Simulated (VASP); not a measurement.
Crystal: CdPt.

```
CELL_PARAMETERS angstrom
3.00037 0.00000 0.00000
0.00000 3.00037 0.00000
0.00000 0.00000 3.88881
ATOMIC_POSITIONS crystal
Cd 0.00000 0.00000 0.00000
Pt 0.50000 0.50000 0.50000
```

```yaml
Program: VASP 6.6.1
Task: relaxation of cell and atoms
Functional: LDA
Potentials_or_basis: VASP PAW LDA potentials, release 64 (Cd, Pt)
Cutoff: 600 eV
k_mesh: 14 × 14 × 12
Occupations: gaussian, width 0.1 eV
Spin: no spin polarisation
```

At the start: pressure -10.6 GPa; volume 17.50 Å³/atom.

Where does the relaxation end?

Over 9 steps the energy falls by 42.1 meV/atom and the volume is 16.33 Å³/atom (-6.7 %); space group P4/mmm (No. 123, to 0.05 Å).

Step by step:
```tsv
step	energy change (eV)	largest force (eV/Å)	pressure (GPa)	volume (Å³)
1	0.0000	0.0000	-10.65	35.01
2	0.1454	0.0000	25.48	29.44
3	-0.0839	0.0000	-0.34	32.72
4	-0.0840	0.0000	-0.08	32.67
5	-0.0840	0.0000	0.18	32.63
6	-0.0841	0.0000	-0.24	32.70
7	-0.0841	0.0000	-0.18	32.69
8	-0.0842	0.0000	-0.11	32.68
9	-0.0842	0.0000	-0.02	32.66
```

Final structure:
```yaml
crystal:
  lattice:
    - [2.92519, 0.00000, 0.00000]
    - [0.00000, 2.92519, 0.00000]
    - [0.00000, 0.00000, 3.81683]
  atoms:
    - { symbol: Cd, position: [0.00000, 0.00000, 0.00000] }
    - { symbol: Pt, position: [0.50000, 0.50000, 0.50000] }
```
